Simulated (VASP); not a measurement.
# Sb (P6_3/mmc) in VASP: a series of runs, part 2 of 3

VASP 6.6.1. The steps go on from the part before.

## Step 3: Electric field gradients, LDA (volume scaled by 0.98)

INCAR

```
SYSTEM = Sb
PREC = Accurate ; ENCUT = 520
EDIFF = 1E-8 ; ISMEAR = -1
SIGMA = 0.03 ; LREAL = .False.
LASPH = .True. ; NELM = 60
ALGO = Normal ; ISIF = 2
LWAVE = .False. ; LCHARG = .False.
LEFG = .True. ; NBANDS = 12
```

KPOINTS

```
regular mesh
0
Gamma
  12 12 7
  0 0 0
```

POSCAR

```
Sb
1.0
    3.3463887588      0.0000000000      0.0000000000
   -1.6731943794      2.8980576760      0.0000000000
    0.0000000000      0.0000000000      5.2942271101
Sb
2
Direct
    0.3333333333      0.6666666667      0.2500000000
    0.6666666667      0.3333333333      0.7500000000
```

Potentials or basis: VASP PAW LDA potentials, release 64 (Sb).

Launch:

```bash
cat potpaw_LDA.64/Sb/POTCAR > POTCAR
mpirun -np 1 vasp_std > vasp.out
```

OUTCAR:

```text
SYSTEM = Sb
   PREC = Accurate
   ENCUT = 520
   EDIFF = 1E-8
   ISMEAR = -1
   LREAL = .False.
   LASPH = .True.
   NELM = 60
   ISIF = 2

 ion  position               nearest neighbor table
   1  0.333  0.667  0.250-   2 3.28   2 3.28   2 3.28   2 3.28   2 3.28   2 3.28
   2  0.667  0.333  0.750-   1 3.28   1 3.28   1 3.28   1 3.28   1 3.28   1 3.28

  LATTYP: Found a hexagonal cell.
 ALAT       =     3.3463887588
 C/A-ratio  =     1.5820717471

  Lattice vectors:

 A1 = (   3.3463887588,   0.0000000000,   0.0000000000)
 A2 = (  -1.6731943794,   2.8980576760,   0.0000000000)
 A3 = (   0.0000000000,   0.0000000000,   5.2942271101)

Analysis of symmetry for initial positions (statically):
=====================================================================
 Subroutine PRICEL returns:
 Original cell was already a primitive cell.

 Routine SETGRP: Setting up the symmetry group for a
 hexagonal supercell.

 Subroutine GETGRP returns: Found 24 space group operations
 (whereof 12 operations were pure point group operations)
 out of a pool of 24 trial point group operations.

The static configuration has the point symmetry D_3d.
 The point group associated with its full space group is D_6h.

Analysis of symmetry for dynamics (positions and initial velocities):
=====================================================================
 Subroutine PRICEL returns:
 Original cell was already a primitive cell.

 Routine SETGRP: Setting up the symmetry group for a
 hexagonal supercell.

 Subroutine GETGRP returns: Found 24 space group operations
 (whereof 12 operations were pure point group operations)
 out of a pool of 24 trial point group operations.

The dynamic configuration has the point symmetry D_3d.
 The point group associated with its full space group is D_6h.

 Subroutine INISYM returns: Found 24 space group operations
 (whereof 12 operations are pure point group operations),
 and found     1 'primitive' translations

----------------------------------------------------------------------------------------

                                     Primitive cell

  volume of cell :      51.3436

  direct lattice vectors                    reciprocal lattice vectors
     3.346388759  0.000000000  0.000000000     0.298829596  0.172529348  0.000000000
    -1.673194379  2.898057676  0.000000000     0.000000000  0.345058695  0.000000000
     0.000000000  0.000000000  5.294227110     0.000000000  0.000000000  0.188884983

  length of vectors
     3.346388759  3.346388759  5.294227110     0.345058695  0.345058695  0.188884983

  position of ions in fractional coordinates (direct lattice)
     0.333333333  0.666666667  0.250000000
     0.666666667  0.333333333  0.750000000

  ion indices of the primitive-cell ions
   primitive index   ion index
                 1           1
                 2           2

----------------------------------------------------------------------------------------

 KPOINTS: regular mesh
[... 85 lines left out ...]
   IALGO  =     38    algorithm
   IMIX   =      4    mixing-type and parameters
     AMIX     =   0.40;   BMIX     =  1.00
     AMIX_MAG =   1.60;   BMIX_MAG =  1.00
  volume/ion in A,a.u.               =      25.67       173.24
  Fermi-wavevector in a.u.,A,eV,Ry     =   0.948956  1.793267 12.252290  0.900518
  Thomas-Fermi vector in A             =   2.077194
   LORBIT       =      0    0 simple, 1 ext, 2 COOP (PROOUT), +10 PAW based schemes
   GGA     = CA    functional components
   LHFCALC =     F    Hartree Fock is set to
   AEXX    =    0.0000 exact exchange contribution
   IVDW    =     0    specifies the selected vdW correction
   LEPSILON=     F    determine dielectric tensor
   LRPA    =     F    only Hartree local field effects (RPA)
 non-spin polarized calculation
  energy-cutoff  :      520.00
  volume of cell :       51.34
 maximum number of plane-waves:      1406
 NGX is ok and might be reduce to    28
   NGX = 13   NGY = 13   NGZ = 19

 number of electron      10.0000000 magnetization

 Free energy of the ion-electron system (eV)
  ---------------------------------------------------
  ext. energy  EPLUGINS =         0.00000000
  ---------------------------------------------------
  free energy    TOTEN  =        -9.15118250 eV

  energy without entropy =       -9.14795760  energy(sigma->0) =       -9.14957005

 E-fermi :   9.0798     XC(G=0): -10.5763

 val. band max:        9.0669282256   @ k =   0.1667   0.0000   0.0000
 cond. band min:       9.0864468018   @ k =   0.3333   0.2500   0.0000
 fundamental gap:      0.0195185762
 Fermi energy:         9.0797637531

 k-point     1 :       0.0000    0.0000    0.0000
  band No.  band energies     occupation
      1      -4.2761      2.00000
      2       0.0415      2.00000
      3       3.0081      2.00000
      4      12.4144      0.00000
      5      12.4144      0.00000
      6      14.2408      0.00000
      7      14.2408      0.00000
      8      15.1948      0.00000
      9      16.5308      0.00000
     10      17.8969      0.00000
     11      18.8718      0.00000
     12      18.8718      0.00000
[... 331 lines left out ...]
 k-point    24 :       0.3333   -0.0000    0.1429
  band No.  band energies     occupation
      1      -2.2244      2.00000
      2       1.0006      2.00000
      3       4.7689      2.00000
      4       6.1872      2.00000
      5       8.0621      2.00000
      6       9.7930      0.00000
      7      11.6333      0.00000
      8      12.9973      0.00000
      9      14.0328      0.00000
     10      16.3371      0.00000
     11      18.0610      0.00000
     12      18.7981      0.00000

 [... further k-points ...]

------------------------ aborting loop because EDIFF is reached ----------------------------------------

  FORCE on cell =-STRESS in cart. coord.  units (eV):
  Direction    XX          YY          ZZ          XY          YZ          ZX
  --------------------------------------------------------------------------------------
  -------------------------------------------------------------------------------------
  Total        0.2262961      0.2262961     -0.2867543     -0.0000000      0.0000000      0.0000000
  in kB        7.0615750      7.0615750     -8.9481773     -0.0000000      0.0000000      0.0000000
  external PRESSURE =       1.7249909 kB  Pullay stress =       0.0000000 kB

 VOLUME and BASIS-vectors are now :
 -----------------------------------------------------------------------------
  energy-cutoff  :      520.00
  volume of cell :       51.34
      direct lattice vectors                 reciprocal lattice vectors
     3.346388759  0.000000000  0.000000000     0.298829596  0.172529348  0.000000000
    -1.673194379  2.898057676  0.000000000     0.000000000  0.345058695  0.000000000
     0.000000000  0.000000000  5.294227110     0.000000000  0.000000000  0.188884983

 POSITION                                       TOTAL-FORCE (eV/Angst)
 -----------------------------------------------------------------------------------
     -0.00000      1.93204      1.32356        -0.000000     -0.000000      0.000000
      1.67319      0.96602      3.97067         0.000000      0.000000      0.000000
 -----------------------------------------------------------------------------------
    total drift:                               -0.000000      0.000000      0.000000

  FREE ENERGIE OF THE ION-ELECTRON SYSTEM (eV)
  ---------------------------------------------------
  free  energy   TOTEN  =        -9.1511824983 eV

  energy  without entropy=       -9.1479575995  energy(sigma->0) =       -9.14957005

 Electric field gradients (V/A^2)
---------------------------------------------------------------------
 ion       V_xx      V_yy      V_zz      V_xy      V_xz      V_yz
---------------------------------------------------------------------
   1     -11.621   -11.621    23.243    -0.000     0.000    -0.000
   2     -11.621   -11.621    23.243    -0.000    -0.000     0.000
---------------------------------------------------------------------

 Electric field gradients after diagonalization (V/A^2)
 (convention: |V_zz| > |V_xx| > |V_yy|)
----------------------------------------------------------------------
 ion       V_xx      V_yy      V_zz     asymmetry (V_yy - V_xx)/ V_zz
----------------------------------------------------------------------
   1     -11.621   -11.621    23.243       0.000
   2     -11.621   -11.621    23.243       0.000
----------------------------------------------------------------------

           NMR quadrupolar parameters

 Cq : quadrupolar parameter    Cq=e*Q*V_zz/h
 eta: asymmetry parameters     (V_yy - V_xx)/ V_zz
 Q  : nuclear electric quadrupole moment in mb (millibarn)
----------------------------------------------------------------------
 ion       Cq(MHz)       eta       Q (mb)
----------------------------------------------------------------------
   1       0.056       0.000       1.000
   2       0.056       0.000       1.000
----------------------------------------------------------------------
```

stdout:

```text
POSCAR found type information on POSCAR Sb
 POSCAR found :  1 types and       2 ions
 scaLAPACK will be used
 LDA part: xc-table for (Slater(with rela. corr.)+CA(PZ))
 , standard interpolation
 POSCAR, INCAR and KPOINTS ok, starting setup
 FFT: planning ... GRIDC
 FFT: planning ... GRID_SOFT
 FFT: planning ... GRID
 WAVECAR not read
 entering main loop
ion   1

ion   2
```

It took 30 s on 1 thread of Intel Xeon 6975P-C, shared host; peak memory 0.18 GiB.

Results:

```yaml
Free_energy: -9.1512 eV
Pressure: 0.2 GPa
Band_gap_on_the_k_mesh: zero (band 5 reaches 13.12 eV, above the bottom of band 6 at 6.06 eV)
```

Electric field gradients, principal values (V/Å²):
```csv
atom,least,middle,greatest (by size)
1 Sb,-11.621,-11.621,23.243
2 Sb,-11.621,-11.621,23.243
```

Caveat: without QUAD_EFG the Cq values of the log hold for a quadrupole moment of 1 mb, not for the nuclei; spin-orbit coupling is left out, which moves the levels of the heavy elements.

## Step 4: Electric field gradients, LDA (volume scaled by 0.99)

INCAR

```
PREC     = Accurate       # precision mode
ENCUT    = 520            # plane-wave cutoff, eV
EDIFF    = 1E-8           # SCF threshold, eV
ISMEAR   = -1             # smearing method
SIGMA    = 0.03           # smearing width, eV
LREAL    = False          # projectors in reciprocal space
LASPH    = True           # aspherical terms in the spheres
NELM     = 60             # most SCF steps
ALGO     = Normal         # electronic algorithm
ISIF     = 2              # what is computed and relaxed
LWAVE    = False          # write WAVECAR
LCHARG   = False          # write CHGCAR
LEFG     = True         
NBANDS   = 12             # bands
```

KPOINTS

```
regular mesh
0
Gamma
  12 12 7
```

POSCAR

```
Sb
1.0
    3.3577325362      0.0000000000      0.0000000000
   -1.6788662682      2.9078816755      0.0000000000
    0.0000000000      0.0000000000      5.3121737799
Sb
2
Direct
    0.3333333333      0.6666666667      0.2500000000
    0.6666666667      0.3333333333      0.7500000000
```

Potentials or basis: VASP PAW LDA potentials, release 64 (Sb).

Launch:

```bash
cat potpaw_LDA.64/Sb/POTCAR > POTCAR
mpirun -np 1 vasp_std > vasp.out
```

OUTCAR:

```text
PREC = Accurate
   ENCUT = 520
   EDIFF = 1E-8
   ISMEAR = -1
   LREAL = False
   LASPH = True
   NELM = 60
   ISIF = 2

 ion  position               nearest neighbor table
   1  0.333  0.667  0.250-   2 3.29   2 3.29   2 3.29   2 3.29   2 3.29   2 3.29
   2  0.667  0.333  0.750-   1 3.29   1 3.29   1 3.29   1 3.29   1 3.29   1 3.29

  LATTYP: Found a hexagonal cell.
 ALAT       =     3.3577325362
 C/A-ratio  =     1.5820717471

  Lattice vectors:

 A1 = (   3.3577325362,   0.0000000000,   0.0000000000)
 A2 = (  -1.6788662682,   2.9078816755,   0.0000000000)
 A3 = (   0.0000000000,   0.0000000000,   5.3121737799)

[... 573 lines left out ...]
  free  energy   TOTEN  =        -9.1505575910 eV

  energy  without entropy=       -9.1474688817  energy(sigma->0) =       -9.14901324

 Electric field gradients (V/A^2)
---------------------------------------------------------------------
 ion       V_xx      V_yy      V_zz      V_xy      V_xz      V_yz
---------------------------------------------------------------------
   1     -11.879   -11.879    23.758    -0.000     0.000    -0.000
   2     -11.879   -11.879    23.758    -0.000    -0.000     0.000
---------------------------------------------------------------------

 Electric field gradients after diagonalization (V/A^2)
 (convention: |V_zz| > |V_xx| > |V_yy|)
----------------------------------------------------------------------
 ion       V_xx      V_yy      V_zz     asymmetry (V_yy - V_xx)/ V_zz
----------------------------------------------------------------------
   1     -11.879   -11.879    23.758       0.000
   2     -11.879   -11.879    23.758       0.000
----------------------------------------------------------------------

           NMR quadrupolar parameters

 Cq : quadrupolar parameter    Cq=e*Q*V_zz/h
 eta: asymmetry parameters     (V_yy - V_xx)/ V_zz
 Q  : nuclear electric quadrupole moment in mb (millibarn)
----------------------------------------------------------------------
 ion       Cq(MHz)       eta       Q (mb)
----------------------------------------------------------------------
   1       0.057       0.000       1.000
   2       0.057       0.000       1.000
----------------------------------------------------------------------
```

OSZICAR:

```text
N       E                     dE             d eps       ncg     rms          rms(c)
DAV:   1     0.343594008059E+02    0.34359E+02   -0.35961E+03  1824   0.667E+02
DAV:   2    -0.717299685687E+01   -0.41532E+02   -0.40447E+02  2508   0.112E+02
DAV:   3    -0.914770926463E+01   -0.19747E+01   -0.19144E+01  2280   0.264E+01
DAV:   4    -0.916440190354E+01   -0.16693E-01   -0.16691E-01  2100   0.291E+00
DAV:   5    -0.916457813183E+01   -0.17623E-03   -0.17623E-03  2192   0.334E-01    0.271E+00
DAV:   6    -0.915550302664E+01    0.90751E-02   -0.32962E-03  2060   0.257E-01    0.155E+00
DAV:   7    -0.915057969897E+01    0.49233E-02   -0.60304E-03  1920   0.348E-01    0.282E-02
DAV:   8    -0.915055854677E+01    0.21152E-04   -0.73310E-05  2184   0.606E-02    0.156E-02
DAV:   9    -0.915055808412E+01    0.46266E-06   -0.15665E-06  2024   0.920E-03    0.401E-03
DAV:  10    -0.915055760877E+01    0.47535E-06   -0.44757E-07  2048   0.332E-03    0.318E-03
DAV:  11    -0.915055759233E+01    0.16440E-07   -0.10640E-08  1612   0.709E-04    0.111E-04
DAV:  12    -0.915055759099E+01    0.13326E-08   -0.13338E-09  1224   0.273E-04
   1 F= -.91505576E+01 E0= -.91490132E+01  d E =-.308871E-02
```

stdout:

```text
POSCAR found type information on POSCAR Sb
 POSCAR found :  1 types and       2 ions
 scaLAPACK will be used
 LDA part: xc-table for (Slater(with rela. corr.)+CA(PZ))
 , standard interpolation
 POSCAR, INCAR and KPOINTS ok, starting setup
 FFT: planning ... GRIDC
 FFT: planning ... GRID_SOFT
 FFT: planning ... GRID
 WAVECAR not read
 entering main loop
ion   1

ion   2
```

Wall time 33 s (1 thread of Intel Xeon 6975P-C, shared host); peak memory 0.17 GiB.

What came out:

```
Free energy            : -9.1506 eV
Pressure               : -0.6 GPa
Band gap on the k mesh : zero (band 5 reaches 12.92 eV, above the bottom of band 6 at 5.96 eV)
```

Stress tensor (GPa, compression positive):
```
-0.03  0.00  0.00
 0.00 -0.03  0.00
 0.00  0.00 -1.61
```

Levels at points of the mesh, in eV from the Fermi level:
```csv
k point,band 1,band 2,band 3,band 4,band 5,band 6,band 7,band 8,band 9,band 10
"(0.00, 0.00, 0.00)",-13.27,-9.02,-6.01,3.29,3.29,5.10,5.10,6.03,7.41,8.81
"(0.50, 0.00, 0.00)",-9.68,-8.28,-4.29,-2.94,-2.44,-0.20,0.08,3.75,4.25,7.52
```

Electric field gradients, principal values (V/Å²):
```
atom    least   middle  greatest (by size)
1 Sb  -11.879  -11.879              23.758
2 Sb  -11.879  -11.879              23.758
```

Caveat: without QUAD_EFG the Cq values of the log hold for a quadrupole moment of 1 mb, not for the nuclei; spin-orbit coupling is left out, which moves the levels of the heavy elements.

[end of part 2 of 3]
